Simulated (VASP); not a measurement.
Set up this calculation in VASP 6.6.1, as the native input.

```yaml
Task: G0W0 quasiparticle levels
Functional: PBE
Potentials_or_basis: VASP PAW PBE potentials, release 64 (Li_GW, O_GW)
Cutoff: 500 eV
k_mesh: 4 × 4 × 4
Occupations: gaussian, width 0.01 eV
Spin: no spin polarisation
Dipole_correction: no
GW_scheme: G0W0
GW_iterations: 1
Cutoff_of_the_response_function: 80
Frequency_points: 48
Empty_bands: 60
Further_INCAR_settings: ALGO = EVGW0; EDIFF = 1e-08; NBANDS = 64
```

Crystal: Li2O.

```
Li O
1.0
     0.00000    2.28637    2.28637
     2.28637    0.00000    2.28637
     2.28637    2.28637    0.00000
Li O
2 1
Direct
  0.25000 0.25000 0.25000
  0.75000 0.75000 0.75000
  0.00000 0.00000 0.00000
```

The input as run:

POSCAR

```
Li2O
1.0
    0.0000000000      2.2863690203      2.2863690203
    2.2863690203      0.0000000000      2.2863690203
    2.2863690203      2.2863690203      0.0000000000
Li O
2 1
Direct
    0.2500000000      0.2500000000      0.2500000000
    0.7500000000      0.7500000000      0.7500000000
    0.0000000000      0.0000000000      0.0000000000
```

INCAR.step1

```
SYSTEM = Li2O
PREC     = Accurate       ! precision mode
ENCUT    = 500            ! plane-wave cutoff, eV
EDIFF    = 1E-8           ! SCF threshold, eV
ISMEAR   = 0              ! smearing method
SIGMA    = 0.01           ! smearing width, eV
LREAL    = .False.        ! projectors in reciprocal space
LASPH    = .True.         ! aspherical terms in the spheres
NELM     = 60             ! most SCF steps
ALGO     = Normal         ! electronic algorithm
LWAVE    = .True.         ! write WAVECAR
LCHARG   = .False.        ! write CHGCAR
GGA      = PE             ! functional
```

INCAR.step2

```
SYSTEM = Li2O
PREC     = Accurate       ! precision mode
ENCUT    = 500            ! plane-wave cutoff, eV
EDIFF    = 1E-8           ! SCF threshold, eV
ISMEAR   = 0              ! smearing method
SIGMA    = 0.01           ! smearing width, eV
LREAL    = .False.        ! projectors in reciprocal space
LASPH    = .True.         ! aspherical terms in the spheres
NELM     = 1              ! most SCF steps
ALGO     = Exact          ! electronic algorithm
LWAVE    = .True.         ! write WAVECAR
LCHARG   = .False.        ! write CHGCAR
GGA      = PE             ! functional
NBANDS   = 64             ! bands
LOPTICS  = .True.         ! frequency-dependent dielectric function
ISTART   = 1
```

INCAR.step3

```
SYSTEM = Li2O
PREC     = Accurate       ! precision mode
ENCUT    = 500            ! plane-wave cutoff, eV
EDIFF    = 1E-8           ! SCF threshold, eV
ISMEAR   = 0              ! smearing method
SIGMA    = 0.01           ! smearing width, eV
LREAL    = .False.        ! projectors in reciprocal space
LASPH    = .True.         ! aspherical terms in the spheres
ALGO     = EVGW0          ! electronic algorithm
LWAVE    = .False.        ! write WAVECAR
LCHARG   = .False.        ! write CHGCAR
GGA      = PE             ! functional
NELMGW   = 1            
NBANDS   = 64             ! bands
ENCUTGW  = 80.0           ! cutoff of the response function
NOMEGA   = 48             ! frequency points
PRECFOCK = Fast         
ISTART   = 1            
NBANDSGW = 12
```

KPOINTS

```
regular mesh
0
Gamma
  4 4 4
  0 0 0
```

Potentials or basis: VASP PAW PBE potentials, release 64 (Li_GW, O_GW).

Command:

```sh
$ cat potpaw_PBE.64/Li_GW/POTCAR potpaw_PBE.64/O_GW/POTCAR > POTCAR
$ cp INCAR.step1 INCAR
$ mpirun -np 1 vasp_std > vasp.out
$ cp INCAR.step2 INCAR
$ mpirun -np 1 vasp_std > vasp.out
$ cp INCAR.step3 INCAR
$ mpirun -np 1 vasp_std > vasp.out
```

Results of the run:

| Quantity | Value |
| --- | --- |
| Band gap on the k mesh, mean-field level | 5.04 eV, indirect (least direct gap 5.50 eV) |
| Quasiparticle gap | 7.15 eV |
| Least direct quasiparticle gap | 7.68 eV |

Caveat: the k points lie up to 0.59 Å⁻¹ apart; bands, screening cutoff and mesh are small and nothing is extrapolated, so the quasiparticle values aren't converged.

It took 78 s on 1 thread of AMD EPYC 7R43 64-Core Processor (Zen 3) (shared host), peak memory 0.18 GiB.
